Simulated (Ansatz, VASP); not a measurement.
## ReSb in VASP and in Ansatz

```
CELL_PARAMETERS angstrom
0.00000 2.23951 2.23951
2.23951 0.00000 2.23951
2.23951 2.23951 0.00000
ATOMIC_POSITIONS crystal
Re 0.00000 0.00000 0.00000
Sb 0.50000 0.50000 0.50000
```

Change from the starting cell: volume scaled by 0.58, PAW files.

Alike in both runs: task single point; functional LDA; k mesh 12 × 12 × 12; occupations fermi-dirac, width 0.08 eV; no spin polarisation.

|  | VASP | Ansatz |
| --- | --- | --- |
| version | VASP 6.6.1 | Ansatz 0.2.0 |
| potentials or method | VASP PAW LDA potentials, release 64 (Re, Sb) | PAW with Ansatz's default frozen-core files, scalar-relativistic |
| plane-wave cutoff (eV) | 520 | 420 |
| valence electrons in the cell | 12 | 30 |

```csv
,VASP,Ansatz,Ansatz less VASP
pressure (GPa),315.2,311.1,-4.12
```

LDA's correlation is that of Perdew and Zunger in VASP and of Perdew and Wang (1992) in Ansatz. Both programs put the cell under a high pressure, so it lies far from rest at this level. VASP's potentials hold 12 valence electrons a cell and Ansatz's 30, so a difference there can come from the potentials and not from the codes.

Spin-orbit coupling is off throughout. Noted on VASP's run: the cell as given lies far from equilibrium.
